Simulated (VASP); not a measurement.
Input of a VASP 6.6.1 run:

Contents of INCAR:

```
SYSTEM = Cd3Fe
ALGO = Fast
EDIFF = 1E-7
ENCUT = 520
GGA = PE
ISIF = 2
ISMEAR = 0
LASPH = .True.
LCHARG = .False.
LREAL = .False.
LWAVE = .False.
NBANDS = 30
NELM = 60
PREC = Accurate
SIGMA = 0.1
```

KPOINTS

```
k-points
0
Gamma
  12 12 12
  0 0 0
```

File POSCAR:

```
Cd3Fe
1.0
    0.0000000000      3.3620524758      3.3620524758
    3.3620524758      0.0000000000      3.3620524758
    3.3620524758      3.3620524758      0.0000000000
Cd Fe
3 1
Direct
    0.2500000000      0.2500000000      0.2500000000
    0.7500000000      0.7500000000      0.7500000000
    0.5000000000      0.5000000000      0.5000000000
    0.0000000000      0.0000000000      0.0000000000
```

Potentials or basis: VASP PAW PBE potentials, release 64 (Cd, Fe).

The run is started by

```console
$ cat potpaw_PBE.64/Cd/POTCAR potpaw_PBE.64/Fe/POTCAR > POTCAR
$ mpirun -np 1 vasp_std > vasp.out
```

Q: What does it give for the pressure?

A: -3.2 GPa.

Q: Estimate the band gap on the k mesh.

A: Zero (bands 22 and 23 overlap by 2.70 eV).

Caveat: the cell stands under tension; the run has no spin polarisation, though such a crystal can be magnetic. Spin polarisation is off, so any magnetic state and its effect on volume and gap are missing.
